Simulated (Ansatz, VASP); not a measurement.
**TlPd3: VASP beside Ansatz**

```
Tl Pd
1.0
    -2.07300    2.07300    3.71102
     2.07300   -2.07300    3.71102
     2.07300    2.07300   -3.71102
Tl Pd
1 3
Direct
  0.00000 0.00000 0.00000
  0.75000 0.25000 0.50000
  0.25000 0.75000 0.50000
  0.50000 0.50000 0.00000
```

Change from the starting cell: zz strain of -1 %.

Alike in both runs: task single point; functional PBEsol; k mesh 12 × 12 × 12; occupations fermi-dirac, width 0.08 eV; no spin polarisation.

|  | VASP | Ansatz |
| --- | --- | --- |
| version | VASP 6.6.1 | Ansatz 0.2.0 |
| potentials or method | VASP PAW PBE potentials, release 64 (Tl_d, Pd), cutoff 520 eV | all-electron LAPW, scalar-relativistic |

```tsv
	VASP	Ansatz	Ansatz less VASP
pressure (GPa)	1.7	1.7	-0.01
traceless stress, the component that is largest in VASP (GPa)	0.50	0.51	+0.012
```

VASP's potentials were made for PBE, not for PBEsol. Ansatz ran all-electron here, and VASP with PAW potentials.

Spin-orbit coupling is off throughout.
